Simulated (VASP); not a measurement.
Write the native input for VASP 6.6.1 that does the following.

```yaml
Task: single point
Functional: PBE
Potentials_or_basis: VASP PAW PBE potentials, release 64 (K_sv, Cl)
Cutoff: 520 eV
k_mesh: 8 × 8 × 8
Occupations: fermi-dirac, width 0.02 eV
Spin: no spin polarisation
Dipole_correction: no
Further_INCAR_settings: ALGO = Normal; EDIFF = 1e-07; NBANDS = 15
```

The structure of KCl lies in POSCAR:

```
KCl
1.0
    0.0000000000      3.1093115361      3.1448483221
    3.1093115361      0.0000000000      3.1448483221
    3.1093115361      3.1093115361      0.0000000000
K Cl
1 1
Direct
    0.0000000000      0.0000000000      0.0000000000
    0.5000000000      0.5000000000      0.5000000000
```

This cell differs from its parent crystal: biaxial xy strain -1.1%.

One way to write it, as run:

INCAR

```
ALGO     = Normal         # electronic algorithm
EDIFF    = 1E-7           # SCF threshold, eV
ENCUT    = 520            # plane-wave cutoff, eV
GGA      = PE             # functional
ISIF     = 2              # what is computed and relaxed
ISMEAR   = -1             # smearing method
LASPH    = True           # aspherical terms in the spheres
LCHARG   = True           # write CHGCAR
LELF     = True           # ELF
LREAL    = False          # projectors in reciprocal space
LVHAR    = True         
LWAVE    = False          # write WAVECAR
NBANDS   = 15             # bands
NELM     = 100            # most SCF steps
PREC     = Accurate       # precision mode
SIGMA    = 0.02           # smearing width, eV
```

KPOINTS

```
k-points
0
Gamma
  8 8 8
```

Potentials or basis: VASP PAW PBE potentials, release 64 (K_sv, Cl).

Command:

```bash
$ cat potpaw_PBE.64/K_sv/POTCAR potpaw_PBE.64/Cl/POTCAR > POTCAR
$ mpirun -np 1 vasp_std > vasp.out
```

It gave:

The pressure is 1.3 GPa and the band gap on the k mesh is 5.27 eV, direct.

Caveat: the cell differs from its parent crystal (biaxial xy strain -1.1%).

It took 35 s on 1 thread of Intel(R) Xeon(R) 6975P-C (Granite Rapids) (shared host), peak memory 0.22 GiB.
